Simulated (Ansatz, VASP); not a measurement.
## SnSe2 in VASP and in Ansatz

File INCAR:

```
SYSTEM = SnSe2
PREC = Accurate
ENCUT = 520
EDIFF = 1E-7
ISMEAR = 0
SIGMA = 0.05
LREAL = .FALSE.
LASPH = .TRUE.
NELM = 80
ALGO = Normal
ISIF = 2
LWAVE = .FALSE.
LCHARG = .FALSE.
LDIPOL = .TRUE.
IDIPOL = 3
DIPOL = 0.5 0.5 0.500
GGA = PS
NBANDS = 35
```

KPOINTS

```
regular mesh
0
G
  9 9 1
  0 0 0
```

POSCAR

```
SnSe2
1.0
    3.8189235629      0.0000000000      0.0000000000
   -1.9094617815      3.3072848206      0.0000000000
    0.0000000000      0.0000000000     24.3175659239
Se Sn
4 2
Direct
    0.6666666667      0.3333333333      0.3084190261
    0.3333333333      0.6666666667      0.4388594998
    0.6666666667      0.3333333333      0.5611405002
    0.3333333333      0.6666666667      0.6915809739
    0.0000000000      0.0000000000      0.3736392630
    0.0000000000      0.0000000000      0.6263607370
```

Input for Ansatz:

```yaml
crystal:
  lattice:
    - [3.8189235629, 0.0, 0.0]
    - [-1.9094617815, 3.3072848206, 0.0]
    - [0.0, 0.0, 24.3175659239]
  atoms:
    - { symbol: Se, position: [0.6666666667, 0.3333333333, 0.3084190261] }
    - { symbol: Sn, position: [0.0, 0.0, 0.373639263] }
    - { symbol: Se, position: [0.3333333333, 0.6666666667, 0.4388594998] }
    - { symbol: Se, position: [0.6666666667, 0.3333333333, 0.5611405002] }
    - { symbol: Sn, position: [0.0, 0.0, 0.626360737] }
    - { symbol: Se, position: [0.3333333333, 0.6666666667, 0.6915809739] }
basis:
  ecutwfc: 420
kpoints:
  mp_grid: { grid: [9, 9, 1] }
hamiltonian:
  xc: pbesol
scf:
  occupations: { method: gaussian, width: 0.05 }
output:
  forces: true
  stress: true
  eigenvalues: true
  write_density: true
  write_potential: true
  elf: true
  volumetric_format: npy
efield:
  axis: 3
  dipole_correction: true
  ramp_width: 0.04
```

Alike in both runs: task single point; functional PBEsol; k mesh 9 × 9 × 1; occupations gaussian, width 0.05 eV; no spin polarisation.

|  | VASP | Ansatz |
| --- | --- | --- |
| version | VASP 6.6.1 | Ansatz 0.2.0 |
| potentials or method | VASP PAW PBE potentials, release 64 (Se, Sn_d), cutoff 520 eV | scalar-relativistic, plane waves, PAW |
| valence electrons in the cell | 52 | 92 |

VASP gave:

```
gap on the k mesh at the Fermi level (eV) : 0.68
least direct gap on the mesh (eV)         : 0.96
rms of the force components (eV/Å)        : 0.018
```

Problem. What did Ansatz give for the same quantities?

Solution. gap on the k mesh at the Fermi level (eV): 0.69; least direct gap on the mesh (eV): 0.97; rms of the force components (eV/Å): 0.020.

VASP's potentials were made for PBE, not for PBEsol. With one functional, cell and mesh, what is left measures potentials, basis and numerics. VASP's potentials hold 52 valence electrons a cell and Ansatz's 92, so a difference there can come from the potentials and not from the codes. Ansatz's warnings: xc potential rough in thin density.
